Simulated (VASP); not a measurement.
# I (C2/m) in VASP: further runs, part 2 of 2

VASP 6.6.1. Earlier steps stand in the parts before.

### Step 4. Relaxation of cell and atoms, PBE

This run uses another cell than the first one, of 44.81 Å³/atom.

INCAR reads:

```
SYSTEM = I
  PREC = Accurate
  ENCUT = 600
  EDIFF = 1E-7
  ISMEAR = -1
  SIGMA = 0.05
  LREAL = .FALSE.
  LASPH = .TRUE.
  NELM = 100
  ALGO = Normal
  ISIF = 3
  LWAVE = .FALSE.
  LCHARG = .FALSE.
  GGA = PE
  IBRION = 2
  NSW = 80
  EDIFFG = -0.005
```

KPOINTS reads:

```
Automatic mesh
0
G
  7 7 11
  0 0 0
```

POSCAR reads:

```
I
1.0
    2.5383465792     -3.7066249365      0.0000000000
    2.5383465792      3.7066249365      0.0000000000
   -1.6208748370      0.0000000000      2.3810977968
I
1
Direct
    0.5000000000      0.5000000000      0.5000000000
```

Potentials or basis: VASP PAW PBE potentials, release 64 (I).

Command:

```sh
$ cat potpaw_PBE.64/I/POTCAR > POTCAR
$ mpirun -np 1 vasp_std > vasp.out
```

It took 7.1 min on 1 thread of AMD EPYC 9R45 (Zen 5), shared host; peak memory 0.2 GiB.

Results (log left out):

* Free energy: -1.4131 eV
* Relaxed volume: 55.53 Å³/atom
* Relaxed cell: a = 5.127 Å, b = 5.127 Å, c = 2.912 Å, α = 106.85°, β = 106.85°, γ = 118.34°
* Space group after relaxing (to 0.1 Å): C2/m (No. 12)
* Energy gained by relaxing: 18.4 meV/atom
* Ionic steps: 24
* Pressure after relaxing: 0.0 GPa
* Band gap on the k mesh: zero (an odd number of electrons rules out a gap without spin polarisation)

Step by step:
```
step  energy change (eV)  largest force (eV/Å)  pressure (GPa)  volume (Å³)
   1              0.0000                0.0000            1.07        44.81
   2             -0.0027                0.0000           -0.30        46.77
   3             -0.0048                0.0000            0.21        45.95
   4             -0.0072                0.0000            0.18        46.61
   5             -0.0126                0.0000            0.13        48.62
   6             -0.0169                0.0000            0.17        52.72
   7             -0.0136                0.0000           -0.56        54.99
   8             -0.0172                0.0000           -0.02        53.25
   9             -0.0175                0.0000           -0.04        53.66
  10             -0.0179                0.0000           -0.09        54.90
  11             -0.0180                0.0000            0.08        54.93
  12             -0.0181                0.0000            0.01        54.92
  13             -0.0181                0.0000            0.02        54.96
  14             -0.0182                0.0000            0.04        55.09
  15             -0.0183                0.0000            0.09        55.33
  16             -0.0183                0.0000            0.08        55.37
  17             -0.0184                0.0000            0.04        55.50
  18             -0.0183                0.0000           -0.03        55.75
  19             -0.0184                0.0000            0.02        55.58
  20             -0.0184                0.0000            0.02        55.58
  21             -0.0184                0.0000            0.01        55.57
  22             -0.0184                0.0000           -0.01        55.55
  23             -0.0184                0.0000           -0.01        55.55
  24             -0.0184                0.0000            0.00        55.53
```

Final structure:
```yaml
crystal:
  lattice:
    - [2.62715, -4.40222, 0.01600]
    - [2.62715, 4.40222, 0.01600]
    - [-1.66189, 0.00000, 2.39070]
  atoms:
    - { symbol: I, position: [0.50000, 0.50000, 0.50000] }
```

Levels at points of the mesh, in eV from the Fermi level:
| k point | band 1 | band 2 | band 3 | band 4 | band 5 | band 6 | band 7 |
| --- | --- | --- | --- | --- | --- | --- | --- |
| (0.00, 0.00, 0.00) | -13.32 | -2.02 | -1.70 | 3.70 | 4.16 | 6.94 | 8.52 |

Caveat: the volume moved by over 15 % at a fixed basis, so the end points are rough; spin-orbit coupling is left out, which moves the levels of the heavy elements; an odd number of electrons without spin polarisation forces a metal; a magnetic or distorted state may lie lower.

### Step 5. Relaxation of cell and atoms, PBEsol

This run uses another cell than the first one, of 44.81 Å³/atom.

INCAR reads:

```
SYSTEM = I
PREC = Accurate ; ENCUT = 600
EDIFF = 1E-7 ; ISMEAR = -1
SIGMA = 0.05 ; LREAL = .False.
LASPH = .True. ; NELM = 80
ALGO = Normal ; ISIF = 3
LWAVE = .False. ; LCHARG = .False.
GGA = PS ; IBRION = 2
NSW = 80 ; EDIFFG = -0.005
```

KPOINTS reads:

```
Automatic mesh
0
Gamma
  7 7 11
  0 0 0
```

POSCAR is that of step 4.

Command:

```sh
$ cat potpaw_PBE.64/I/POTCAR > POTCAR
$ mpirun -np 1 vasp_std > vasp.out
```

Wall time 14 min (1 thread of AMD EPYC 9R45 (Zen 5), shared host); peak memory 0.21 GiB.

Results (log left out):

* Free energy: -1.6917 eV
* Relaxed volume: 38.06 Å³/atom
* Relaxed cell: a = 4.483 Å, b = 4.483 Å, c = 3.114 Å, α = 113.06°, β = 113.06°, γ = 115.83°
* Space group after relaxing (to 0.1 Å): C2/m (No. 12)
* Energy gained by relaxing: 70.2 meV/atom
* Ionic steps: 55
* Pressure after relaxing: 0.0 GPa
* Band gap on the k mesh: zero (an odd number of electrons rules out a gap without spin polarisation)

Step by step:
```csv
step,energy change (eV),largest force (eV/Å),pressure (GPa),volume (Å³)
1,0.0000,0.0000,-0.40,44.81
3,-0.0019,0.0000,0.12,43.61
5,-0.0047,0.0000,0.12,42.78
7,-0.0172,0.0000,0.47,39.12
9,-0.0240,0.0000,0.95,37.23
11,-0.0278,0.0000,1.57,35.61
13,-0.0332,0.0000,2.21,33.84
15,-0.0335,0.0000,2.35,33.66
17,-0.0527,0.0000,0.77,34.65
19,-0.0533,0.0000,0.51,34.84
21,-0.0606,0.0000,0.34,35.56
23,-0.0664,0.0000,0.13,38.78
25,-0.0678,0.0000,0.13,37.64
27,-0.0679,0.0000,0.00,37.78
29,-0.0679,0.0000,0.00,37.78
31,-0.0679,0.0000,0.02,37.79
33,-0.0680,0.0000,0.05,37.79
35,-0.0680,0.0000,0.04,37.80
37,-0.0680,0.0000,0.05,37.80
39,-0.0681,0.0000,0.06,37.83
41,-0.0689,0.0000,0.07,37.93
43,-0.0689,0.0000,0.07,37.95
45,-0.0690,0.0000,0.06,37.96
47,-0.0690,0.0000,0.03,38.01
49,-0.0690,0.0000,0.04,37.99
51,-0.0694,0.0000,0.03,38.00
53,-0.0701,0.0000,0.00,38.04
55,-0.0702,0.0000,0.00,38.06
```

Final structure:
```cif
data_structure
_symmetry_space_group_name_H-M 'P 1'
_symmetry_Int_Tables_number 1
_cell_length_a 4.4834
_cell_length_b 4.4834
_cell_length_c 3.1140
_cell_angle_alpha 113.059
_cell_angle_beta 113.059
_cell_angle_gamma 115.827
_cell_volume 38.06
loop_
_atom_site_label
_atom_site_type_symbol
_atom_site_fract_x
_atom_site_fract_y
_atom_site_fract_z
_atom_site_occupancy
I1 I 0.50000 0.50000 0.50000 1
```

Levels at points of the mesh, in eV from the Fermi level:
```tsv
k point	band 1	band 2	band 3	band 4	band 5	band 6	band 7
(0.00, 0.00, 0.00)	-14.05	-1.80	0.79	1.74	4.52	7.62	8.64
```

Caveat: the volume moved by over 15 % at a fixed basis, so the end points are rough; the PAW data sets were made with another functional, which shifts forces and pressure a little; spin-orbit coupling is left out, which moves the levels of the heavy elements; an odd number of electrons without spin polarisation forces a metal; a magnetic or distorted state may lie lower.

### Step 6. Relaxation of cell and atoms, RPBE

This run uses another cell than the first one, of 44.81 Å³/atom.

INCAR reads:

```
SYSTEM = I
  ALGO = Normal
  EDIFF = 1E-7
  EDIFFG = -0.005
  ENCUT = 600
  GGA = RP
  IBRION = 2
  ISIF = 3
  ISMEAR = -1
  LASPH = .TRUE.
  LCHARG = .FALSE.
  LREAL = .FALSE.
  LWAVE = .FALSE.
  NELM = 80
  NSW = 80
  PREC = Accurate
  SIGMA = 0.05
```

KPOINTS reads:

```
k-points
0
G
  7 7 11
  0 0 0
```

POSCAR is that of step 5.

Potentials or basis: VASP PAW PBE potentials, release 64 (I).

Command:

```sh
$ cat potpaw_PBE.64/I/POTCAR > POTCAR
$ mpirun -np 1 vasp_std > vasp.out
```

Run time: 6.6 min. Hardware: 1 thread of AMD EPYC 9R45 (Zen 5), shared host; peak memory 0.2 GiB.

It converged, with:

* Free energy: -1.2506 eV
* Relaxed volume: 77.95 Å³/atom
* Relaxed cell: a = 5.835 Å, b = 5.835 Å, c = 2.933 Å, α = 104.64°, β = 104.64°, γ = 116.93°
* Space group after relaxing (to 0.1 Å): Immm (No. 71)
* Energy gained by relaxing: 112.4 meV/atom
* Ionic steps: 21
* Pressure after relaxing: 0.0 GPa
* Band gap on the k mesh: zero (an odd number of electrons rules out a gap without spin polarisation)

The path:
| step | energy change (eV) | largest force (eV/Å) | pressure (GPa) | volume (Å³) |
| --- | --- | --- | --- | --- |
| 1 | 0.0000 | 0.0000 | 2.32 | 44.81 |
| 2 | -0.0238 | 0.0000 | 0.05 | 49.13 |
| 3 | -0.0247 | 0.0000 | 0.37 | 48.32 |
| 4 | -0.0495 | 0.0000 | 0.30 | 51.00 |
| 5 | -0.0933 | 0.0000 | 0.46 | 59.33 |
| 6 | -0.0812 | 0.0000 | 1.28 | 77.36 |
| 7 | -0.1008 | 0.0000 | 0.82 | 67.70 |
| 8 | -0.1105 | 0.0000 | 0.26 | 72.21 |
| 9 | -0.1120 | 0.0000 | -0.05 | 75.41 |
| 10 | -0.1120 | 0.0000 | -0.02 | 75.11 |
| 11 | -0.1120 | 0.0000 | -0.01 | 74.95 |
| 12 | -0.1121 | 0.0000 | 0.02 | 74.93 |
| 13 | -0.1121 | 0.0000 | 0.03 | 74.92 |
| 14 | -0.1121 | 0.0000 | 0.03 | 74.92 |
| 15 | -0.1121 | 0.0000 | 0.03 | 74.92 |
| 16 | -0.1121 | 0.0000 | 0.03 | 74.92 |
| 17 | -0.1121 | 0.0000 | 0.04 | 74.99 |
| 18 | -0.1121 | 0.0000 | 0.03 | 75.18 |
| 19 | -0.1122 | 0.0000 | 0.02 | 75.58 |
| 20 | -0.1123 | 0.0000 | 0.02 | 76.36 |
| 21 | -0.1124 | 0.0000 | 0.00 | 77.95 |

Final structure:
```
CELL_PARAMETERS angstrom
3.03731 -4.97307 0.29754
3.03731 4.97307 0.29754
-1.66096 0.00000 2.41772
ATOMIC_POSITIONS crystal
I 0.50000 0.50000 0.50000
```

Levels at points of the mesh, in eV from the Fermi level:
```csv
k point,band 1,band 2,band 3,band 4,band 5,band 6,band 7
"(0.00, 0.00, 0.00)",-12.92,-1.99,-1.95,3.79,4.32,7.12,7.55
```

Caveat: the volume moved by over 15 % at a fixed basis, so the end points are rough; the PAW data sets were made with another functional, which shifts forces and pressure a little; spin-orbit coupling is left out, which moves the levels of the heavy elements; an odd number of electrons without spin polarisation forces a metal; a magnetic or distorted state may lie lower.

### Step 7. The runs side by side

```csv
task,level,potentials or basis,cell,cutoff (eV),gap on the mesh (eV),pressure (GPa),relaxed volume (Å³/atom)
single point,BLYP,"VASP PAW PBE potentials, release 64 (I)","a = 7.601, b = 7.601, c = 2.981 Å, angles 101.5, 101.5, 124.8°, 1 atom",520,none,0.0,-
relaxation of cell and atoms,LDA,"VASP PAW LDA potentials, release 64 (I)","relaxed from a = 4.492, b = 4.492, c = 2.880 Å, angles 108.5, 108.5, 111.2°, 1 atom",600,none,0.0,35.49
relaxation of cell and atoms,PBE,"VASP PAW PBE potentials, release 64 (I)","relaxed from a = 4.492, b = 4.492, c = 2.880 Å, angles 108.5, 108.5, 111.2°, 1 atom",600,none,0.0,55.53
relaxation of cell and atoms,PBEsol,"VASP PAW PBE potentials, release 64 (I)","relaxed from a = 4.492, b = 4.492, c = 2.880 Å, angles 108.5, 108.5, 111.2°, 1 atom",600,none,0.0,38.06
relaxation of cell and atoms,RPBE,"VASP PAW PBE potentials, release 64 (I)","relaxed from a = 4.492, b = 4.492, c = 2.880 Å, angles 108.5, 108.5, 111.2°, 1 atom",600,none,0.0,77.95
```

Alike in all rows: no spin polarisation; k mesh 7 × 7 × 11; smearing fermi-dirac 0.05 eV.

Caveats: spin-orbit coupling is left out, which moves the levels of the heavy elements; an odd number of electrons without spin polarisation forces a metal; a magnetic or distorted state may lie lower; the volume moved by over 15 % at a fixed basis, so the end points are rough (at least some runs); the PAW data sets were made with another functional, which shifts forces and pressure a little (at least some runs).

Absolute energies hang on the potentials; compare differences alone.
